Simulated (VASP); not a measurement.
BC2, 6 atoms in the cell. It takes space group P4_2/mmc (No. 131, tetragonal). The conventional cell has a = 2.998 Å, b = 2.998 Å, c = 3.268 Å, α = 90.00°, β = 90.00°, γ = 90.00°. Within 2.0 Å of B (site symmetry -4m2) lie 4 C at 1.51 Å and 2 B at 1.63 Å. Within 1.8 Å of C (site symmetry 2mm) lie 1 C at 1.35 Å and 2 B at 1.51 Å. 

```yaml
Program: VASP 6.6.1
Task: single point
Functional: PBE
Potentials_or_basis: VASP PAW PBE potentials, release 64 (B, C)
Cutoff: 520 eV
k_mesh: 6 × 6 × 6
Occupations: gaussian, width 0.1 eV
Spin: no spin polarisation
Dipole_correction: no
Further_INCAR_settings: ALGO = Normal; EDIFF = 1e-06; NBANDS = 20
```

Potentials or basis: VASP PAW PBE potentials, release 64 (B, C).

Launch:

```bash
$ cat potpaw_PBE.64/B/POTCAR potpaw_PBE.64/C/POTCAR > POTCAR
$ mpirun -np 1 vasp_std > vasp.out
```

Hardware: 1 thread of AMD EPYC 7R13, on a shared host.

**Question.** How long does it take, and how much memory?

**Answer.** Wall time 42 s on 1 thread of AMD EPYC 7R13 (shared host), peak memory 0.11 GiB. Counts: scf iterations 13, k points 40.
